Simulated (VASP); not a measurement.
# FeO (Fm-3m) in VASP: a series of runs

The runs below take FeO through relaxation of cell and atoms, with PBEsol, revPBE+D3(BJ), revPBE, revPBE+D4.

Program: VASP 6.6.1. These are calculated values, not measurements. Logs are shortened: lines on timing, memory, paths and dates and some standing lists are left out, and cuts for length are marked.

## 1. The cell of the first run

The structure is cubic, space group Fm-3m (No. 225). Conventional cell: a = 4.311 Å, b = 4.311 Å, c = 4.311 Å, α = 90.00°, β = 90.00°, γ = 90.00°. Within 2.9 Å of Fe (site symmetry m-3m) lie 6 O at 2.16 Å. O (site symmetry m-3m) has 6 Fe at 2.16 Å within 2.9 Å.

## 2. Relaxation of cell and atoms, PBEsol, collinear spin, ferromagnetic start

INCAR

```
PREC = Accurate
ENCUT = 600
EDIFF = 1E-7
ISMEAR = -1
SIGMA = 0.05
LREAL = F
LASPH = T
NELM = 150
ALGO = Normal
ISIF = 3
LWAVE = F
LCHARG = F
ISPIN = 2
MAGMOM = 3 0
LORBIT = 11
LMAXMIX = 4
GGA = PS
IBRION = 2
NSW = 80
EDIFFG = -0.01
```

KPOINTS

```
regular mesh
0
Gamma
  11 11 11
```

POSCAR

```
FeO
1.0
    0.0000000000      2.1554000000      2.1554000000
    2.1554000000      0.0000000000      2.1554000000
    2.1554000000      2.1554000000      0.0000000000
Fe O
1 1
Direct
    0.0000000000      0.0000000000      0.0000000000
    0.5000000000      0.5000000000      0.5000000000
```

Potentials or basis: VASP PAW PBE potentials, release 64 (Fe, O).

Run with:

```bash
$ cat potpaw_PBE.64/Fe/POTCAR potpaw_PBE.64/O/POTCAR > POTCAR
$ mpirun -np 1 vasp_std > vasp.out
```

OUTCAR:

```text
PREC = Accurate
   ENCUT = 600
   EDIFF = 1E-7
   ISMEAR = -1
   LREAL = F
   LASPH = T
   NELM = 150
   ISIF = 3
   ISPIN = 2
   LORBIT = 11
   GGA = PS
   IBRION = 2
   NSW = 80
   EDIFFG = -0.01

 ion  position               nearest neighbor table
   1  0.000  0.000  0.000-   2 2.16   2 2.16   2 2.16   2 2.16   2 2.16   2 2.16
   2  0.500  0.500  0.500-   1 2.16   1 2.16   1 2.16   1 2.16   1 2.16   1 2.16

  LATTYP: Found a face centered cubic cell.
 ALAT       =     4.3108000000

  Lattice vectors:

 A1 = (   0.0000000000,   2.1554000000,   2.1554000000)
 A2 = (   2.1554000000,   0.0000000000,   2.1554000000)
 A3 = (   2.1554000000,   2.1554000000,   0.0000000000)

Analysis of symmetry for initial positions (statically):
=====================================================================
 Subroutine PRICEL returns:
 Original cell was already a primitive cell.

 Routine SETGRP: Setting up the symmetry group for a
 face centered cubic supercell.

 Subroutine GETGRP returns: Found 48 space group operations
 (whereof 48 operations were pure point group operations)
 out of a pool of 48 trial point group operations.

The static configuration has the point symmetry O_h .

Analysis of symmetry for dynamics (positions and initial velocities):
=====================================================================
 Subroutine PRICEL returns:
 Original cell was already a primitive cell.

 Routine SETGRP: Setting up the symmetry group for a
 face centered cubic supercell.

 Subroutine GETGRP returns: Found 48 space group operations
 (whereof 48 operations were pure point group operations)
 out of a pool of 48 trial point group operations.

The dynamic configuration has the point symmetry O_h .

Analysis of structural, dynamic, and magnetic symmetry:
=====================================================================
 Subroutine PRICEL returns:
 Original cell was already a primitive cell.

 Routine SETGRP: Setting up the symmetry group for a
 face centered cubic supercell.

 Subroutine GETGRP returns: Found 48 space group operations
 (whereof 48 operations were pure point group operations)
 out of a pool of 48 trial point group operations.

The overall configuration has the point symmetry O_h .

 Subroutine INISYM returns: Found 48 space group operations
 (whereof 48 operations are pure point group operations),
 and found     1 'primitive' translations

----------------------------------------------------------------------------------------

                                     Primitive cell

  volume of cell :      20.0269

  direct lattice vectors                    reciprocal lattice vectors
     0.000000000  2.155400000  2.155400000    -0.231975503  0.231975503  0.231975503
     2.155400000  0.000000000  2.155400000     0.231975503 -0.231975503  0.231975503
     2.155400000  2.155400000  0.000000000     0.231975503  0.231975503 -0.231975503

  length of vectors
     3.048195912  3.048195912  3.048195912     0.401793358  0.401793358  0.401793358

  position of ions in fractional coordinates (direct lattice)
     0.000000000  0.000000000  0.000000000
     0.500000000  0.500000000  0.500000000

  ion indices of the primitive-cell ions
   primitive index   ion index
                 1           1
                 2           2

----------------------------------------------------------------------------------------

 KPOINTS: regular mesh

Automatic generation of k-mesh.
 Grid dimensions read from file:
 generate k-points for:   11   11   11

 Generating k-lattice:

  Cartesian coordinates                     Fractional coordinates (reciprocal lattice)
    -0.021088682  0.021088682  0.021088682     0.090909091  0.000000000  0.000000000
     0.021088682 -0.021088682  0.021088682     0.000000000  0.090909091  0.000000000
     0.021088682  0.021088682 -0.021088682     0.000000000  0.000000000  0.090909091

  Length of vectors
     0.036526669  0.036526669  0.036526669

  Shift w.r.t. Gamma in fractional coordinates (k-lattice)
     0.000000000  0.000000000  0.000000000

[... 42 lines left out ...]
   LRPA    =     F    only Hartree local field effects (RPA)
 conjugate gradient relaxation of ions
 spin polarized calculation
  energy-cutoff  :      600.00
  volume of cell :       20.03
 maximum number of plane-waves:       678
   NGX = 13   NGY = 13   NGZ = 13

--------------------------------------- Ionic step        1  -------------------------------------------

 number of electron      13.9999999 magnetization       4.0006241

 Free energy of the ion-electron system (eV)
  ---------------------------------------------------
  ext. energy  EPLUGINS =         0.00000000
  ---------------------------------------------------
  free energy    TOTEN  =       -15.84571792 eV

  energy without entropy =      -15.83395863  energy(sigma->0) =      -15.83983827

------------------------ aborting loop because EDIFF is reached ----------------------------------------

  FORCE on cell =-STRESS in cart. coord.  units (eV):
  Direction    XX          YY          ZZ          XY          YZ          ZX
  --------------------------------------------------------------------------------------
  -------------------------------------------------------------------------------------
  Total       -1.0528952     -1.0528952     -1.0528952     -0.0000000      0.0000000      0.0000000
  in kB      -84.2329647    -84.2329647    -84.2329647     -0.0000000      0.0000000      0.0000000
  external PRESSURE =     -84.2329647 kB  Pullay stress =       0.0000000 kB
[... 57 lines left out ...]
  energy  without entropy=      -15.8441751942  energy(sigma->0) =      -15.84994698

--------------------------------------- Ionic step        3  -------------------------------------------

 number of electron      13.9999998 magnetization       3.9988289

 Free energy of the ion-electron system (eV)
  ---------------------------------------------------
  ext. energy  EPLUGINS =         0.00000000
  ---------------------------------------------------
  free energy    TOTEN  =       -15.86953420 eV

  energy without entropy =      -15.85839917  energy(sigma->0) =      -15.86396669

 E-fermi :   6.5515     XC(G=0): -12.6576

 val. band max:        6.5495378588   @ k =  -0.3636   0.2727   0.0909
 cond. band min:       6.5664399498   @ k =  -0.1818   0.0909   0.0000
 fundamental gap:      0.0169020909
 Fermi energy:         6.5514557590

 spin component 1

 k-point     1 :       0.0000    0.0000    0.0000
  band No.  band energies     occupation
      1     -14.5098      1.00000
      2       2.5588      1.00000
      3       2.5588      1.00000
      4       2.5588      1.00000
      5       2.6279      1.00000
      6       2.6279      1.00000
      7       2.6279      1.00000
      8       2.8844      1.00000
      9       2.8844      1.00000
     10       6.8019      0.00664
     11      21.9427      0.00000
     12      23.7970      0.00000
     13      23.7970      0.00000
[... 353 lines left out ...]
 k-point    24 :      -0.1818    0.1818    0.0000
  band No.  band energies     occupation
      1     -13.7270      1.00000
      2      -1.0564      1.00000
      3       0.1051      1.00000
      4       0.5829      1.00000
      5       3.0187      1.00000
      6       3.3522      1.00000
      7       3.8977      1.00000
      8       4.0181      1.00000
      9       5.9583      0.99999
     10      10.4664      0.00000
     11      17.1797      0.00000
     12      18.6108      0.00000
     13      21.8300      0.00000

 [... further k-points ...]

 spin component 2

 k-point     1 :       0.0000    0.0000    0.0000
  band No.  band energies     occupation
      1     -13.9325      1.00000
      2       3.1752      1.00000
      3       3.1752      1.00000
      4       3.1752      1.00000
      5       5.7484      1.00000
      6       5.7485      1.00000
      7       5.7485      1.00000
      8       6.6516      0.11895
      9       6.6518      0.11857
     10       7.6255      0.00000
     11      21.9883      0.00000
     12      24.7952      0.00000
     13      24.7952      0.00000
[... 397 lines left out ...]
  FREE ENERGIE OF THE ION-ELECTRON SYSTEM (eV)
  ---------------------------------------------------
  free  energy   TOTEN  =       -15.8695342018 eV

  energy  without entropy=      -15.8583991717  energy(sigma->0) =      -15.86396669

 reached required accuracy - stopping structural energy minimisation

 total charge

# of ion       s       p       d       tot
------------------------------------------
    1        0.305   0.395   6.120   6.820
    2        1.547   3.441   0.000   4.988
--------------------------------------------------
tot          1.852   3.836   6.120  11.809

 magnetization (x)

# of ion       s       p       d       tot
------------------------------------------
    1        0.026   0.022   3.555   3.603
    2        0.032   0.280   0.000   0.312
--------------------------------------------------
tot          0.058   0.302   3.555   3.915
```

It took 2.4 min on 1 thread of Intel Xeon 8259CL, shared host; peak memory 0.18 GiB.

Results:

```
Free energy                                           : -15.8695 eV
Relaxed volume                                        : 9.58 Å³/atom
Relaxed cell                                          : a = 3.004 Å, b = 3.004 Å, c = 3.004 Å, α = 60.00°, β = 60.00°, γ = 60.00°
Space group after relaxing (to 0.1 Å)                 : Fm-3m (No. 225)
Energy gained by relaxing                             : 11.9 meV/atom
Ionic steps                                           : 3
Pressure after relaxing                               : 0.0 GPa
Band gap on the k mesh                                : zero (filled and empty bands overlap)
Net moment                                            : 4.00 μB per cell
Site moments                                          : Fe +3.60; O +0.31 μB
Valence electrons inside the program's atomic spheres : Fe 6.82; O 4.99
```

The path:
```tsv
step	energy change (eV)	largest force (eV/Å)	pressure (GPa)	volume (Å³)
1	0.0000	0.0000	-8.42	20.03
2	-0.0100	0.0000	7.32	18.54
3	-0.0238	0.0000	-0.02	19.16
```

Final structure:
```cif
data_structure
_symmetry_space_group_name_H-M 'P 1'
_symmetry_Int_Tables_number 1
_cell_length_a 3.0036
_cell_length_b 3.0036
_cell_length_c 3.0036
_cell_angle_alpha 60.000
_cell_angle_beta 60.000
_cell_angle_gamma 60.000
_cell_volume 19.16
loop_
_atom_site_label
_atom_site_type_symbol
_atom_site_fract_x
_atom_site_fract_y
_atom_site_fract_z
_atom_site_occupancy
Fe1 Fe 0.00000 0.00000 0.00000 1
O1 O 0.50000 0.50000 0.50000 1
```

Levels at points of the mesh, in eV from the Fermi level:
Spin up:
```tsv
k point	band 5	band 6	band 7	band 8	band 9	band 10	band 11	band 12	band 13
(0.00, 0.00, 0.00)	-3.92	-3.92	-3.92	-3.67	-3.67	0.25	15.39	17.25	17.25
```
Spin down:
| k point | band 2 | band 3 | band 4 | band 5 | band 6 | band 7 | band 8 | band 9 |
| --- | --- | --- | --- | --- | --- | --- | --- | --- |
| (0.00, 0.00, 0.00) | -3.38 | -3.38 | -3.38 | -0.80 | -0.80 | -0.80 | 0.10 | 0.10 |

Caveat: the PAW data sets were made with another functional, which shifts forces and pressure a little; a cell with one magnetic atom can't hold antiferromagnetic order, which such compounds often take; semilocal functionals often make such compounds metallic where correlation or magnetic order opens a gap, which also shifts bond lengths. With open d or f shells a metallic result of PBEsol can be an artefact of self-interaction; +U or a hybrid may open a gap.

[end of part 1 of 2]
